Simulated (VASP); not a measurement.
The system is Pb.

```xyz
1
Lattice="0.0000 2.5236 2.5236 2.5236 0.0000 2.5236 2.5236 2.5236 0.0000" Properties=species:S:1:pos:R:3 pbc="T T T"
Pb    0.0000    0.0000    0.0000
```

Base run:

```yaml
Program: VASP 6.6.1
Functional: revPBE
Potentials_or_basis: VASP PAW PBE potentials, release 64 (Pb_d)
Cutoff: 520 eV
k_mesh: 9 × 9 × 9
Occupations: fermi-dirac, width 0.05 eV
Spin: no spin polarisation
```

Its results: band gap on the k mesh zero (band 7 reaches 13.72 eV, above the bottom of band 8 at 5.32 eV); pressure 0.7 GPa.

After a change of settings the same cell gave: band gap on the k mesh zero (band 7 reaches 14.96 eV, above the bottom of band 8 at 6.77 eV); pressure 7.9 GPa. Which change was it?
A. functional from revPBE to PBE; further incar settings from ALGO = Normal; EDIFF = 1e-06; NBANDS = 13 to ALGO = Fast; EDIFF = 1e-06; NBANDS = 13
B. functional from revPBE to PBE exchange alone
C. functional from revPBE to RPBE; further incar settings from ALGO = Normal; EDIFF = 1e-06; NBANDS = 13 to ALGO = Fast; EDIFF = 1e-07; NBANDS = 13
D. functional from revPBE to r2SCAN; dispersion from none to rVV10

B.

Caveats: spin-orbit coupling is left out, which moves the levels of the heavy elements; the PAW data sets were made with another functional, which shifts forces and pressure a little (some runs).
